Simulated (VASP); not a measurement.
# NaSi2I2 (I4/mmm) in VASP: a series of runs

Runs on NaSi2I2. Level: r2SCAN. Tasks: single point.

Program: VASP 6.6.1. These are calculated values, not measurements. Logs are shortened: lines on timing, memory, paths and dates and some standing lists are left out, and cuts for length are marked.

## (1) The cell of the first run

It takes space group I4/mmm (No. 139, tetragonal). Conventional cell: a = 5.365 Å, b = 5.365 Å, c = 7.274 Å, α = 90.00°, β = 90.00°, γ = 90.00°. Si (site symmetry 4mm) has 1 Si at 2.20 Å and 1 Na at 2.54 Å and 4 I at 2.78 Å within 2.9 Å. Na (site symmetry 4/mmm) has 2 Si at 2.54 Å and 8 I at 3.24 Å within 3.4 Å. I (site symmetry -4m2) has 4 Si at 2.78 Å and 4 Na at 3.24 Å and 2 I at 3.64 Å within 3.7 Å.

## (2) Single point, r2SCAN

The input, POSCAR:

```
NaSi2I2
1.0
    0.0000000000      5.3647027866      0.0000000000
    5.3647027866      0.0000000000      0.0000000000
    2.6823513933      2.6823513933     -3.6370737439
Si Na I
2 1 2
Direct
    0.3490739529      0.3490739529      0.3018520942
    0.6509260471      0.6509260471      0.6981479058
    0.0000000000      0.0000000000      0.0000000000
    0.7500000000      0.2500000000      0.5000000000
    0.2500000000      0.7500000000      0.5000000000
```

The input, INCAR.step1:

```
SYSTEM = NaSi2I2
PREC = Accurate
ENCUT = 520
ISMEAR = 1
SIGMA = 0.0501
LREAL = .False.
LASPH = .True.
NELM = 60
NBANDS = 22
GGA = PE
ALGO = Normal
EDIFF = 1E-4
LWAVE = .True.
LCHARG = .False.
```

The input, INCAR.step2:

```
SYSTEM = NaSi2I2
PREC = Accurate
ENCUT = 520
EDIFF = 1E-6
ISMEAR = 1
SIGMA = 0.0501
LREAL = .False.
LASPH = .True.
NELM = 60
ALGO = Normal
ISIF = 2
LWAVE = .False.
LCHARG = .False.
METAGGA = R2SCAN
LMIXTAU = .True.
NBANDS = 22
ISTART = 1
```

The input, KPOINTS:

```
Automatic mesh
0
Gamma
  6 6 6
  0 0 0
```

Potentials or basis: VASP PAW PBE potentials, release 64 (Si, Na_pv, I).

Launch:

```console
cat potpaw_PBE.64/Si/POTCAR potpaw_PBE.64/Na_pv/POTCAR potpaw_PBE.64/I/POTCAR > POTCAR
cp INCAR.step1 INCAR
mpirun -np 1 vasp_std > vasp.out
cp INCAR.step2 INCAR
mpirun -np 1 vasp_std > vasp.out
```

OUTCAR:

```text
SYSTEM = NaSi2I2
   PREC = Accurate
   ENCUT = 520
   EDIFF = 1E-6
   ISMEAR = 1
   LREAL = .False.
   LASPH = .True.
   NELM = 60
   ISIF = 2
   METAGGA = R2SCAN
   ISTART = 1

 ion  position               nearest neighbor table
   1  0.349  0.349  0.302-   2 2.20   3 2.54   5 2.78   4 2.78   5 2.78   4 2.78
   2  0.651  0.651  0.698-   1 2.20   3 2.54   5 2.78   4 2.78   5 2.78   4 2.78
   3  0.000  0.000  0.000-   2 2.54   1 2.54
   4  0.750  0.250  0.500-   1 2.78   1 2.78   2 2.78   2 2.78
   5  0.250  0.750  0.500-   1 2.78   1 2.78   2 2.78   2 2.78

  LATTYP: Found a body centered tetragonal cell.
 ALAT       =     5.3647027866
 C/A-ratio  =     1.3559273975

  Lattice vectors:

 A1 = (  -2.6823513933,   2.6823513933,   3.6370737439)
 A2 = (   2.6823513933,  -2.6823513933,   3.6370737439)
 A3 = (   2.6823513933,   2.6823513933,  -3.6370737439)

Analysis of symmetry for initial positions (statically):
=====================================================================
 Subroutine PRICEL returns:
 Original cell was already a primitive cell.

 Routine SETGRP: Setting up the symmetry group for a
 body centered tetragonal supercell.

 Subroutine GETGRP returns: Found 16 space group operations
 (whereof 16 operations were pure point group operations)
 out of a pool of 16 trial point group operations.

The static configuration has the point symmetry D_4h.

Analysis of symmetry for dynamics (positions and initial velocities):
=====================================================================
 Subroutine PRICEL returns:
 Original cell was already a primitive cell.

 Routine SETGRP: Setting up the symmetry group for a
 body centered tetragonal supercell.

 Subroutine GETGRP returns: Found 16 space group operations
 (whereof 16 operations were pure point group operations)
 out of a pool of 16 trial point group operations.

The dynamic configuration has the point symmetry D_4h.

 Subroutine INISYM returns: Found 16 space group operations
 (whereof 16 operations are pure point group operations),
 and found     1 'primitive' translations

----------------------------------------------------------------------------------------

                                     Primitive cell

  volume of cell :     104.6751

  direct lattice vectors                    reciprocal lattice vectors
     0.000000000  5.364702787  0.000000000     0.000000000  0.186403616  0.137473154
     5.364702787  0.000000000  0.000000000     0.186403616  0.000000000  0.137473154
     2.682351393  2.682351393 -3.637073744     0.000000000  0.000000000 -0.274946309

  length of vectors
     5.364702787  5.364702787  5.255313826     0.231614284  0.231614284  0.274946309

  position of ions in fractional coordinates (direct lattice)
     0.349073953  0.349073953  0.301852094
     0.650926047  0.650926047  0.698147906
     0.000000000  0.000000000  0.000000000
     0.750000000  0.250000000  0.500000000
     0.250000000  0.750000000  0.500000000

  ion indices of the primitive-cell ions
   primitive index   ion index
                 1           1
                 2           2
                 3           3
                 4           4
                 5           5

----------------------------------------------------------------------------------------

 KPOINTS: Automatic mesh

Automatic generation of k-mesh.
 Grid dimensions read from file:
 generate k-points for:    6    6    6

 Generating k-lattice:

  Cartesian coordinates                     Fractional coordinates (reciprocal lattice)
     0.000000000  0.031067269  0.022912192     0.166666667  0.000000000  0.000000000
     0.031067269  0.000000000  0.022912192     0.000000000  0.166666667  0.000000000
     0.000000000  0.000000000 -0.045824385     0.000000000  0.000000000  0.166666667

  Length of vectors
     0.038602381  0.038602381  0.045824385

  Shift w.r.t. Gamma in fractional coordinates (k-lattice)
     0.000000000  0.000000000  0.000000000

 Subroutine IBZKPT returns following result:
 ===========================================

 Found     30 irreducible k-points:

 Following reciprocal coordinates:
            Coordinates               Weight
  0.000000  0.000000  0.000000      1.000000
  0.166667  0.000000  0.000000      8.000000
  0.333333  0.000000  0.000000      8.000000
  0.500000  0.000000  0.000000      4.000000
  0.166667  0.166667  0.000000      8.000000
  0.333333  0.166667  0.000000     16.000000
[... 16 lines left out ...]
 -0.333333 -0.333333  0.166667      4.000000
 -0.166667 -0.333333  0.166667     16.000000
 [... further k-points ...]
   k-points           NKPTS =     30   k-points in BZ     NKDIM =     30   number of bands    NBANDS=     22
   number of dos      NEDOS =    301   number of ions     NIONS =      5
   total plane-waves  NPLWV =  64000
   dimension x,y,z NGX =    40 NGY =   40 NGZ =   40
   dimension x,y,z NGXF=    80 NGYF=   80 NGZF=   80
   ions per type =               2   1   2
   NGX,Y,Z   is equivalent  to a cutoff of  12.40, 12.40, 12.65 a.u.
   NGXF,Y,Z  is equivalent  to a cutoff of  24.79, 24.79, 25.31 a.u.
 SYSTEM =  NaSi2I2
   PREC   = accura    normal or accurate (medium, high low for compatibility)
   ISTART =      1    job   : 0-new  1-cont  2-samecut
   ICHARG =      0    charge: 1-file 2-atom 10-const
   ISPIN  =      1    spin polarized calculation?
   LNONCOLLINEAR =      F non collinear calculations
   LSORBIT =      F    spin-orbit coupling
   LASPH  =      T    aspherical Exc in radial PAW
   ENCUT  =  520.0 eV  38.22 Ry    6.18 a.u.   9.97  9.97  9.77*2*pi/ulx,y,z
   NELM   =     60;   NELMIN=  2; NELMDL=  0     # of ELM steps
   EDIFF  = 0.1E-05   stopping-criterion for ELM
   LREAL  =      F    real-space projection
   EDIFFG = 0.1E-04   stopping-criterion for IOM
   NSW    =      0    number of steps for IOM
   IBRION =     -1    ionic relax: 0-MD 1-quasi-New 2-CG
   NFREE  =      0    steps in history (QN), initial steepest desc. (CG)
   ISIF   =      2    stress and relaxation
   ISYM   =      2    0-nonsym 1-usesym 2-fastsym
   POTIM  = 0.5000    time-step for ionic-motion
   TEBEG  =    0.0;   TEEND  =   0.0 temperature during run
   PSTRESS=    0.0 pullay stress
   NELECT =      29.0000    total number of electrons
   NUPDOWN=      -1.0000    fix difference up-down
   EMIN   =  10.00;   EMAX   =-10.00  energy-range for DOS
   EFERMI =   0.00;   METHOD = LEGACY
   ISMEAR =     1;   SIGMA  =   0.05  broadening in eV -4-tet -1-fermi 0-gaus
   EFERMI_NEDOS =   21; number of points for ismear=-14 and -15
   IALGO  =     38    algorithm
   IMIX   =      4    mixing-type and parameters
     AMIX     =   0.40;   BMIX     =  1.00
     AMIX_MAG =   1.60;   BMIX_MAG =  1.00
  volume/ion in A,a.u.               =      20.94       141.28
  Fermi-wavevector in a.u.,A,eV,Ry     =   1.067234  2.016780 15.496880  1.138989
  Thomas-Fermi vector in A             =   2.202844
   LORBIT       =      0    0 simple, 1 ext, 2 COOP (PROOUT), +10 PAW based schemes
   METAGGA = R2SCAN    functional components
   LHFCALC =     F    Hartree Fock is set to
   AEXX    =    0.0000 exact exchange contribution
   IVDW    =     0    specifies the selected vdW correction
   LEPSILON=     F    determine dielectric tensor
   LRPA    =     F    only Hartree local field effects (RPA)
 non-spin polarized calculation
 Methfessel and Paxton  Order N= 1 SIGMA  =   0.05
  energy-cutoff  :      520.00
  volume of cell :      104.68
 maximum number of plane-waves:      2854
   NGX = 19   NGY = 19   NGZ = 19

 number of electron      29.0000008 magnetization

 Free energy of the ion-electron system (eV)
  ---------------------------------------------------
  ext. energy  EPLUGINS =         0.00000000
  ---------------------------------------------------
  free energy    TOTEN  =       -67.16594286 eV

  energy without entropy =      -67.16691027  energy(sigma->0) =      -67.16626533

 E-fermi :   8.6174     XC(G=0): -10.5121

 val. band max:        8.5959381293   @ k =   0.3333   0.0000   0.0000
 cond. band min:       8.6545861267   @ k =   0.3333   0.0000   0.0000
 fundamental gap:      0.0586479975
 Fermi energy:         8.6173702901

 k-point     1 :       0.0000    0.0000    0.0000
  band No.  band energies     occupation
      1     -17.6947      2.00000
      2     -17.6704      2.00000
      3     -17.6702      2.00000
      4      -8.4540      2.00000
      5      -6.1402      2.00000
      6      -0.1064      2.00000
[... 14 lines left out ...]
     21      14.6259      0.00000
     22      15.5812      0.00000

 k-point     2 :       0.1667    0.0000    0.0000
  band No.  band energies     occupation
      1     -17.6952      2.00000
      2     -17.6708      2.00000
      3     -17.6704      2.00000
      4      -8.3067      2.00000
      5      -6.2956      2.00000
      6      -0.7199      2.00000
[... 14 lines left out ...]
     21      14.4033      0.00000
     22      14.9826      0.00000

 k-point     3 :       0.3333    0.0000    0.0000
  band No.  band energies     occupation
      1     -17.6961      2.00000
      2     -17.6716      2.00000
      3     -17.6706      2.00000
      4      -7.8954      2.00000
      5      -6.7239      2.00000
      6      -1.5679      2.00000
[... 14 lines left out ...]
     21      13.2530      0.00000
     22      14.2542      0.00000

 k-point     4 :       0.5000    0.0000    0.0000
  band No.  band energies     occupation
      1     -17.6966      2.00000
      2     -17.6719      2.00000
      3     -17.6707      2.00000
      4      -7.3465      2.00000
      5      -7.2827      2.00000
      6      -1.8884      2.00000
[... 14 lines left out ...]
     21      14.1598      0.00000
     22      14.5898      0.00000

 k-point     5 :       0.1667    0.1667    0.0000
  band No.  band energies     occupation
      1     -17.6959      2.00000
      2     -17.6711      2.00000
      3     -17.6706      2.00000
      4      -8.0840      2.00000
      5      -6.5025      2.00000
      6      -1.4409      2.00000
[... 417 lines left out ...]
 k-point    22 :      -0.1667    0.5000    0.1667
  band No.  band energies     occupation
      1     -17.6963      2.00000
      2     -17.6722      2.00000
      3     -17.6708      2.00000
      4      -7.5891      2.00000
      5      -6.8984      2.00000
      6      -2.3836      2.00000
[... 14 lines left out ...]
     21      13.5007      0.00000
     22      13.7704      0.00000

 k-point    23 :      -0.3333   -0.3333    0.1667
  band No.  band energies     occupation
      1     -17.6968      2.00000
      2     -17.6726      2.00000
      3     -17.6709      2.00000
      4      -7.2836      2.00000
      5      -7.0536      2.00000
      6      -2.9857      2.00000
[... 14 lines left out ...]
     21      12.6146      0.00000
     22      13.9232      0.00000

 k-point    24 :      -0.1667   -0.3333    0.1667
  band No.  band energies     occupation
      1     -17.6973      2.00000
      2     -17.6720      2.00000
      3     -17.6710      2.00000
      4      -7.2906      2.00000
      5      -7.1658      2.00000
      6      -2.5829      2.00000
[... 14 lines left out ...]
     21      13.3810      0.00000
     22      13.6410      0.00000

 [... further k-points ...]
[... 5 lines left out ...]
  --------------------------------------------------------------------------------------
  -------------------------------------------------------------------------------------
  Total       13.0054782     13.0054782     13.0036708      0.0000000     -0.0000000     -0.0000000
  in kB      199.0643393    199.0643393    199.0366761      0.0000000     -0.0000000     -0.0000000
  external PRESSURE =     199.0551183 kB  Pullay stress =       0.0000000 kB

 VOLUME and BASIS-vectors are now :
 -----------------------------------------------------------------------------
  energy-cutoff  :      520.00
  volume of cell :      104.68
      direct lattice vectors                 reciprocal lattice vectors
     0.000000000  5.364702787  0.000000000     0.000000000  0.186403616  0.137473154
     5.364702787  0.000000000  0.000000000     0.186403616  0.000000000  0.137473154
     2.682351393  2.682351393 -3.637073744     0.000000000  0.000000000 -0.274946309

 POSITION                                       TOTAL-FORCE (eV/Angst)
 -----------------------------------------------------------------------------------
      2.68235      2.68235     -1.09786         0.000000      0.000000      0.014553
      5.36470      5.36470     -2.53922        -0.000000     -0.000000     -0.014553
      0.00000      0.00000      0.00000         0.000000     -0.000000      0.000000
      2.68235      5.36470     -1.81854        -0.000000     -0.000000      0.000000
      5.36470      2.68235     -1.81854        -0.000000      0.000000      0.000000
 -----------------------------------------------------------------------------------
    total drift:                               -0.000000      0.000000     -0.000000

  FREE ENERGIE OF THE ION-ELECTRON SYSTEM (eV)
  ---------------------------------------------------
  free  energy   TOTEN  =       -67.1659428598 eV

  energy  without entropy=      -67.1669102736  energy(sigma->0) =      -67.16626533
```

It took 3.5 min on 1 thread of Intel Xeon Platinum 8259CL at 2.50GHz (Skylake/Cascade Lake), shared host; peak memory 0.29 GiB.

What came out:

```yaml
Free_energy: -67.1659 eV
Pressure: 19.9 GPa
Largest_force: 0.015 eV/Å
```

Forces on the atoms (eV/Å):
```
Si   0.000  0.000  0.015
Si   0.000  0.000 -0.015
Na   0.000  0.000  0.000
I    0.000  0.000  0.000
I    0.000  0.000  0.000
```

Caveat: the PAW data sets were made with another functional, which shifts forces and pressure a little; spin-orbit coupling is left out, which moves the levels of the heavy elements; an odd number of electrons without spin polarisation forces a metal; a magnetic or distorted state may lie lower.

(Continued in part 2 of 2.)
